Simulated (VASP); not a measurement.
# Cd (Fd-3m) in VASP: further runs

The runs below take Cd through single point, with PBEsol.

Program: VASP 6.6.1. These are calculated values, not measurements. Logs are shortened: lines on timing, memory, paths and dates and some standing lists are left out, and cuts for length are marked.

## Step 1: The cell of the first run

Symmetry: Fd-3m, No. 227, cubic system. The conventional cell has a = 6.442 Å, b = 6.442 Å, c = 6.442 Å, α = 90.00°, β = 90.00°, γ = 90.00°. Within 3.7 Å of Cd (site symmetry -43m) lie 4 Cd at 2.79 Å.

This isn't the form of Cd at room conditions, which is hcp.

## Step 2: Single point, PBEsol

INCAR reads:

```
SYSTEM = Cd
PREC = Accurate ; ENCUT = 520
EDIFF = 1E-7 ; ISMEAR = -1
SIGMA = 0.1 ; LREAL = .FALSE.
LASPH = .TRUE. ; NELM = 100
ALGO = Normal ; ISIF = 2
LWAVE = .FALSE. ; LCHARG = .FALSE.
GGA = PS ; NBANDS = 19
```

KPOINTS reads:

```
regular mesh
0
G
  9 9 9
  0 0 0
```

POSCAR reads:

```
Cd
1.0
    0.0000000000      3.2208476881      3.2208476881
    3.2208476881      0.0000000000      3.2208476881
    3.2208476881      3.2208476881      0.0000000000
Cd
2
Direct
    0.1250000000      0.1250000000      0.1250000000
    0.8750000000      0.8750000000      0.8750000000
```

Potentials or basis: VASP PAW PBE potentials, release 64 (Cd).

Started as:

```console
> cat potpaw_PBE.64/Cd/POTCAR > POTCAR
> mpirun -np 1 vasp_std > vasp.out
```

OUTCAR:

```text
SYSTEM = Cd
   PREC = Accurate
   ENCUT = 520
   EDIFF = 1E-7
   ISMEAR = -1
   LREAL = .FALSE.
   LASPH = .TRUE.
   NELM = 100
   ISIF = 2
   GGA = PS

 ion  position               nearest neighbor table
   1  0.125  0.125  0.125-   2 2.79   2 2.79   2 2.79   2 2.79
   2  0.875  0.875  0.875-   1 2.79   1 2.79   1 2.79   1 2.79

  LATTYP: Found a face centered cubic cell.
 ALAT       =     6.4416953762

  Lattice vectors:

 A1 = (   0.0000000000,   3.2208476881,   3.2208476881)
 A2 = (   3.2208476881,   0.0000000000,   3.2208476881)
 A3 = (   3.2208476881,   3.2208476881,   0.0000000000)

Analysis of symmetry for initial positions (statically):
=====================================================================
 Subroutine PRICEL returns:
 Original cell was already a primitive cell.

 Routine SETGRP: Setting up the symmetry group for a
 face centered cubic supercell.

 Subroutine GETGRP returns: Found 48 space group operations
 (whereof 12 operations were pure point group operations)
 out of a pool of 48 trial point group operations.

The static configuration has the point symmetry D_3d.
 The point group associated with its full space group is O_h .

Analysis of symmetry for dynamics (positions and initial velocities):
=====================================================================
 Subroutine PRICEL returns:
 Original cell was already a primitive cell.

 Routine SETGRP: Setting up the symmetry group for a
 face centered cubic supercell.

 Subroutine GETGRP returns: Found 48 space group operations
 (whereof 12 operations were pure point group operations)
 out of a pool of 48 trial point group operations.

The dynamic configuration has the point symmetry D_3d.
 The point group associated with its full space group is O_h .

 Subroutine INISYM returns: Found 48 space group operations
 (whereof 12 operations are pure point group operations),
 and found     1 'primitive' translations

----------------------------------------------------------------------------------------

                                     Primitive cell

  volume of cell :      66.8252

  direct lattice vectors                    reciprocal lattice vectors
     0.000000000  3.220847688  3.220847688    -0.155238635  0.155238635  0.155238635
     3.220847688  0.000000000  3.220847688     0.155238635 -0.155238635  0.155238635
     3.220847688  3.220847688  0.000000000     0.155238635  0.155238635 -0.155238635

  length of vectors
     4.554966483  4.554966483  4.554966483     0.268881204  0.268881204  0.268881204

  position of ions in fractional coordinates (direct lattice)
     0.125000000  0.125000000  0.125000000
     0.875000000  0.875000000  0.875000000

  ion indices of the primitive-cell ions
   primitive index   ion index
                 1           1
                 2           2

----------------------------------------------------------------------------------------

 KPOINTS: regular mesh

Automatic generation of k-mesh.
 Grid dimensions read from file:
 generate k-points for:    9    9    9

 Generating k-lattice:

  Cartesian coordinates                     Fractional coordinates (reciprocal lattice)
    -0.017248737  0.017248737  0.017248737     0.111111111  0.000000000  0.000000000
     0.017248737 -0.017248737  0.017248737     0.000000000  0.111111111  0.000000000
     0.017248737  0.017248737 -0.017248737     0.000000000  0.000000000  0.111111111

  Length of vectors
     0.029875689  0.029875689  0.029875689

  Shift w.r.t. Gamma in fractional coordinates (k-lattice)
     0.000000000  0.000000000  0.000000000

 Subroutine IBZKPT returns following result:
 ===========================================

 Found     35 irreducible k-points:

 Following reciprocal coordinates:
            Coordinates               Weight
  0.000000  0.000000  0.000000      1.000000
  0.111111  0.000000  0.000000      8.000000
  0.222222  0.000000  0.000000      8.000000
  0.333333  0.000000  0.000000      8.000000
  0.444444  0.000000  0.000000      8.000000
  0.111111  0.111111  0.000000      6.000000
[... 16 lines left out ...]
 -0.333333  0.333333  0.000000     12.000000
  0.444444  0.444444  0.000000      6.000000
 [... further k-points ...]
   k-points           NKPTS =     35   k-points in BZ     NKDIM =     35   number of bands    NBANDS=     19
   number of dos      NEDOS =    301   number of ions     NIONS =      2
   total plane-waves  NPLWV =  46656
   dimension x,y,z NGX =    36 NGY =   36 NGZ =   36
   dimension x,y,z NGXF=    72 NGYF=   72 NGZF=   72
   ions per type =               2
   NGX,Y,Z   is equivalent  to a cutoff of  13.14, 13.14, 13.14 a.u.
   NGXF,Y,Z  is equivalent  to a cutoff of  26.28, 26.28, 26.28 a.u.
 SYSTEM =  Cd
   PREC   = accura    normal or accurate (medium, high low for compatibility)
   ISTART =      0    job   : 0-new  1-cont  2-samecut
   ICHARG =      2    charge: 1-file 2-atom 10-const
   ISPIN  =      1    spin polarized calculation?
   LNONCOLLINEAR =      F non collinear calculations
   LSORBIT =      F    spin-orbit coupling
   LASPH  =      T    aspherical Exc in radial PAW
   ENCUT  =  520.0 eV  38.22 Ry    6.18 a.u.   8.47  8.47  8.47*2*pi/ulx,y,z
   NELM   =    100;   NELMIN=  2; NELMDL= -5     # of ELM steps
   EDIFF  = 0.1E-06   stopping-criterion for ELM
   LREAL  =      F    real-space projection
   EDIFFG = 0.1E-05   stopping-criterion for IOM
   NSW    =      0    number of steps for IOM
   IBRION =     -1    ionic relax: 0-MD 1-quasi-New 2-CG
   NFREE  =      0    steps in history (QN), initial steepest desc. (CG)
   ISIF   =      2    stress and relaxation
   ISYM   =      2    0-nonsym 1-usesym 2-fastsym
   POTIM  = 0.5000    time-step for ionic-motion
   TEBEG  =    0.0;   TEEND  =   0.0 temperature during run
   PSTRESS=    0.0 pullay stress
   NELECT =      24.0000    total number of electrons
   NUPDOWN=      -1.0000    fix difference up-down
   EMIN   =  10.00;   EMAX   =-10.00  energy-range for DOS
   EFERMI =   0.00;   METHOD = LEGACY
   ISMEAR =    -1;   SIGMA  =   0.10  broadening in eV -4-tet -1-fermi 0-gaus
   EFERMI_NEDOS =   21; number of points for ismear=-14 and -15
   IALGO  =     38    algorithm
   IMIX   =      4    mixing-type and parameters
     AMIX     =   0.40;   BMIX     =  1.00
     AMIX_MAG =   1.60;   BMIX_MAG =  1.00
  volume/ion in A,a.u.               =      33.41       225.48
  Fermi-wavevector in a.u.,A,eV,Ry     =   1.163675  2.199027 18.424188  1.354140
  Thomas-Fermi vector in A             =   2.300222
   LORBIT       =      0    0 simple, 1 ext, 2 COOP (PROOUT), +10 PAW based schemes
   GGA     = PS    functional components
   LHFCALC =     F    Hartree Fock is set to
   AEXX    =    0.0000 exact exchange contribution
   IVDW    =     0    specifies the selected vdW correction
   LEPSILON=     F    determine dielectric tensor
   LRPA    =     F    only Hartree local field effects (RPA)
 non-spin polarized calculation
  energy-cutoff  :      520.00
  volume of cell :       66.83
 maximum number of plane-waves:      1823
 NGX is ok and might be reduce to    36
   NGX = 17   NGY = 17   NGZ = 17

 number of electron      23.9999988 magnetization

 Free energy of the ion-electron system (eV)
  ---------------------------------------------------
  ext. energy  EPLUGINS =         0.00000000
  ---------------------------------------------------
  free energy    TOTEN  =        -1.47385742 eV

  energy without entropy =       -1.44346518  energy(sigma->0) =       -1.45866130

 E-fermi :   0.2690     XC(G=0):  -8.8090

 val. band max:        0.2180842358   @ k =  -0.2222   0.3333   0.1111
 cond. band min:       0.4877264144   @ k =  -0.4444   0.3333   0.1111
 fundamental gap:      0.2696421786
 Fermi energy:         0.2689891732

 k-point     1 :       0.0000    0.0000    0.0000
  band No.  band energies     occupation
      1      -8.9375      2.00000
      2      -8.9375      2.00000
      3      -8.9375      2.00000
      4      -8.8745      2.00000
      5      -8.8745      2.00000
      6      -8.0851      2.00000
[... 11 lines left out ...]
     18       6.2109      0.00000
     19       7.5869      0.00000

 k-point     2 :       0.1111    0.0000    0.0000
  band No.  band energies     occupation
      1      -8.9747      2.00000
      2      -8.9747      2.00000
      3      -8.9339      2.00000
      4      -8.8232      2.00000
      5      -8.8232      2.00000
      6      -8.1081      2.00000
[... 11 lines left out ...]
     18       7.3877      0.00000
     19       8.6204      0.00000

 k-point     3 :       0.2222    0.0000    0.0000
  band No.  band energies     occupation
      1      -9.0065      2.00000
      2      -9.0065      2.00000
      3      -8.9252      2.00000
      4      -8.7611      2.00000
      5      -8.7611      2.00000
      6      -8.1639      2.00000
[... 11 lines left out ...]
     18       8.4319      0.00000
     19       8.8181      0.00000

 k-point     4 :       0.3333    0.0000    0.0000
  band No.  band energies     occupation
      1      -9.0133      2.00000
      2      -9.0133      2.00000
      3      -8.9158      2.00000
      4      -8.7315      2.00000
      5      -8.7315      2.00000
      6      -8.2249      2.00000
[... 11 lines left out ...]
     18       7.8857      0.00000
     19      10.2648      0.00000

 k-point     5 :       0.4444    0.0000    0.0000
  band No.  band energies     occupation
      1      -9.0076      2.00000
      2      -9.0076      2.00000
      3      -8.9095      2.00000
      4      -8.7303      2.00000
      5      -8.7303      2.00000
      6      -8.2642      2.00000
[... 11 lines left out ...]
     18       7.5370      0.00000
     19      11.8918      0.00000
[... 334 lines left out ...]
      2      -9.0149      2.00000
      3      -8.9367      2.00000
      4      -8.6755      2.00000
      5      -8.5458      2.00000
      6      -8.3875      2.00000
[... 11 lines left out ...]
     18      10.9051      0.00000
     19      13.2559      0.00000

 k-point    22 :      -0.4444    0.3333    0.0000
  band No.  band energies     occupation
      1      -9.1108      2.00000
      2      -9.0318      2.00000
      3      -8.8654      2.00000
      4      -8.6334      2.00000
      5      -8.4799      2.00000
      6      -8.4080      2.00000
[... 11 lines left out ...]
     18      10.3738      0.00000
     19      11.8768      0.00000

 k-point    23 :      -0.3333    0.3333    0.0000
  band No.  band energies     occupation
      1      -9.1220      2.00000
      2      -9.0486      2.00000
      3      -8.8296      2.00000
      4      -8.5355      2.00000
      5      -8.5029      2.00000
      6      -8.4669      2.00000
[... 11 lines left out ...]
     18       9.6308      0.00000
     19      10.0672      0.00000

 k-point    24 :       0.4444    0.4444    0.0000
  band No.  band energies     occupation
      1      -9.0187      2.00000
      2      -9.0187      2.00000
      3      -8.9454      2.00000
      4      -8.8037      2.00000
      5      -8.4552      2.00000
      6      -8.2820      2.00000
[... 11 lines left out ...]
     18      12.4309      0.00000
     19      13.5080      0.00000

 [... further k-points ...]

------------------------ aborting loop because EDIFF is reached ----------------------------------------

  FORCE on cell =-STRESS in cart. coord.  units (eV):
  Direction    XX          YY          ZZ          XY          YZ          ZX
  --------------------------------------------------------------------------------------
  -------------------------------------------------------------------------------------
  Total        0.0896480      0.0896480      0.0896480     -0.0000000      0.0000000     -0.0000000
  in kB        2.1493673      2.1493673      2.1493673     -0.0000000      0.0000000     -0.0000000
  external PRESSURE =       2.1493673 kB  Pullay stress =       0.0000000 kB

 VOLUME and BASIS-vectors are now :
 -----------------------------------------------------------------------------
  energy-cutoff  :      520.00
  volume of cell :       66.83
      direct lattice vectors                 reciprocal lattice vectors
     0.000000000  3.220847688  3.220847688    -0.155238635  0.155238635  0.155238635
     3.220847688  0.000000000  3.220847688     0.155238635 -0.155238635  0.155238635
     3.220847688  3.220847688  0.000000000     0.155238635  0.155238635 -0.155238635

 POSITION                                       TOTAL-FORCE (eV/Angst)
 -----------------------------------------------------------------------------------
      0.80521      0.80521      0.80521        -0.000000      0.000000     -0.000000
      5.63648      5.63648      5.63648         0.000000     -0.000000      0.000000
 -----------------------------------------------------------------------------------
    total drift:                                0.000000      0.000000      0.000000

  FREE ENERGIE OF THE ION-ELECTRON SYSTEM (eV)
  ---------------------------------------------------
  free  energy   TOTEN  =        -1.4738574192 eV

  energy  without entropy=       -1.4434651783  energy(sigma->0) =       -1.45866130
```

Wall time 32 s (1 thread of Intel Xeon Platinum 8488C (Sapphire Rapids), shared host); peak memory 0.21 GiB.

Results:

```yaml
Free_energy: -1.4739 eV
Pressure: 0.2 GPa
Band_gap_on_the_k_mesh: zero (bands 12 and 13 overlap by 5.28 eV)
```

Levels at points of the mesh, in eV from the Fermi level:
```tsv
k point	band 9	band 10	band 11	band 12	band 13	band 14	band 15	band 16
(0.00, 0.00, 0.00)	-8.15	-8.15	-6.72	4.77	4.77	4.77	5.79	5.94
```

Caveat: the PAW data sets were made with another functional, which shifts forces and pressure a little.

(Part 1 of 2 ends here.)
